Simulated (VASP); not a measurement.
# SiB6: single point with LDA

The system is SiB6.

```
CELL_PARAMETERS angstrom
4.17089 0.00000 0.00000
0.00000 4.17089 0.00000
0.00000 0.00000 4.17089
ATOMIC_POSITIONS crystal
Si 0.00000 0.00000 0.00000
B 0.50000 0.50000 0.79000
B 0.50000 0.50000 0.21000
B 0.50000 0.79000 0.50000
B 0.79000 0.50000 0.50000
B 0.50000 0.21000 0.50000
B 0.21000 0.50000 0.50000
```

| Item | Value |
| --- | --- |
| Program | VASP 6.6.1 |
| Task | single point |
| Functional | LDA |
| Potentials or basis | VASP PAW LDA potentials, release 64 (Si, B) |
| Cutoff | 520 eV |
| k mesh | 8 × 8 × 8 |
| Occupations | gaussian, width 0.02 eV |
| Spin | no spin polarisation |
| Dipole correction | no |
| Further INCAR settings | ALGO = Normal; EDIFF = 1e-06; NBANDS = 20 |

- Pressure: -6.1 GPa
- Largest force: 2.100 eV/Å
- Band gap on the k mesh: 0.40 eV (least direct gap 1.42 eV)

Forces on the atoms (eV/Å):
```
Si   0.000  0.000  0.000
B    0.000  0.000  2.100
B    0.000  0.000 -2.100
B    0.000  2.100  0.000
B    2.100  0.000  0.000
B    0.000 -2.100  0.000
B   -2.100  0.000  0.000
```

Levels at points of the mesh, in eV from the valence-band top:
| k point | band 7 | band 8 | band 9 | band 10 | band 11 | band 12 | band 13 | band 14 | band 15 | band 16 |
| --- | --- | --- | --- | --- | --- | --- | --- | --- | --- | --- |
| (0.00, 0.00, 0.00) | -4.31 | -3.17 | -0.18 | -0.18 | -0.18 | 1.39 | 1.39 | 1.39 | 3.60 | 3.60 |
| (0.50, 0.00, 0.00) | -3.98 | -2.88 | -2.88 | -1.26 | 0.00 | 1.42 | 2.03 | 2.58 | 2.58 | 4.90 |
| (0.50, 0.50, 0.00) | -2.17 | -2.17 | -1.80 | -1.05 | -1.05 | 0.40 | 0.40 | 0.64 | 6.33 | 6.33 |
| (0.50, 0.50, 0.50) | -5.06 | -5.06 | -0.80 | -0.80 | -0.80 | 3.12 | 3.12 | 3.12 | 5.16 | 8.83 |

It took 66 s on 1 thread of Intel Xeon 8259CL (shared host), peak memory 0.17 GiB.

Caveat: the cell stands under tension; forces of over 1 eV/Å act on the atoms, so gaps and moduli don't describe the material at rest. A k mesh can miss the band edges.
